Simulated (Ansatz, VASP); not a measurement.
## BN in VASP and in Ansatz

File POSCAR:

```
BN
1.0
    0.0000000000      3.4480760414      2.1368161481
    1.2347160791      0.0000000000      2.1368161481
    1.2347160791      3.4480760414      0.0000000000
N B
1 1
Direct
    0.6666513400      0.6666513400      0.3333486600
    0.0000486500      0.0000486500      0.9999513500
```

Contents of INCAR.step1:

```
PREC = Accurate
ENCUT = 520
ISMEAR = -1
SIGMA = 0.05
LREAL = False
LASPH = True
NELM = 100
NBANDS = 11
GGA = PE
ALGO = Normal
EDIFF = 1E-4
LWAVE = True
LCHARG = False
```

INCAR.step2

```
PREC = Accurate
ENCUT = 520
EDIFF = 1E-6
ISMEAR = -1
SIGMA = 0.05
LREAL = False
LASPH = True
NELM = 100
ALGO = Normal
ISIF = 2
LWAVE = False
LCHARG = False
METAGGA = R2SCAN
LMIXTAU = True
NBANDS = 11
ISTART = 1
```

KPOINTS

```
regular mesh
0
Gamma
  13 13 13
```

The input input.yaml:

```yaml
crystal:
  lattice:
    - [0.0, 3.4480760414, 2.1368161481]
    - [1.2347160791, 0.0, 2.1368161481]
    - [1.2347160791, 3.4480760414, 0.0]
  atoms:
    - { symbol: "N", position: [0.66665134, 0.66665134, 0.33334866] }
    - { symbol: B, position: [4.865e-05, 4.865e-05, 0.99995135] }
hamiltonian:
  xc: r2scan
  pseudopotentials: { kind: paw }
kpoints:
  mp_grid: { grid: [13, 13, 13] }
scf:
  occupations: { method: fermi_dirac, width: 0.05 }
output:
  forces: true
  stress: true
  eigenvalues: true
  write_density: true
  write_potential: true
  elf: true
  volumetric_format: npy
```

Alike in both runs: task single point; functional r2SCAN; k mesh 13 × 13 × 13; occupations fermi-dirac, width 0.05 eV; no spin polarisation.

|  | VASP | Ansatz |
| --- | --- | --- |
| version | VASP 6.6.1 | Ansatz 0.2.0 |
| potentials or method | VASP PAW PBE potentials, release 64 (N, B) | Ansatz PAW |
| plane-wave cutoff (eV) | 520 | 500 |
| valence electrons in the cell | 8 | 8 |

Ansatz gave:

```
gap on the k mesh at the Fermi level (eV)                     : 4.41
least direct gap on the mesh (eV)                             : 5.39
pressure (GPa)                                                : 9.8
traceless stress, the component that is largest in VASP (GPa) : -9.67
rms of the force components (eV/Å)                            : 0.006
```

Estimate VASP's values.

gap on the k mesh at the Fermi level (eV): 4.44; least direct gap on the mesh (eV): 5.46; pressure (GPa): 10.2; traceless stress, the component that is largest in VASP (GPa): -10.35; rms of the force components (eV/Å): 0.006.

VASP's potentials were made for PBE, not for r2SCAN. Atom by atom the forces differ by 0.000 eV/Å (rms over components). The functional is the same, so the differences come from potentials, cutoffs and numerics.

Noted on Ansatz's run: odd divisions of the mesh miss points on the zone boundary, where band edges often lie, so the gap on the mesh can be too wide.
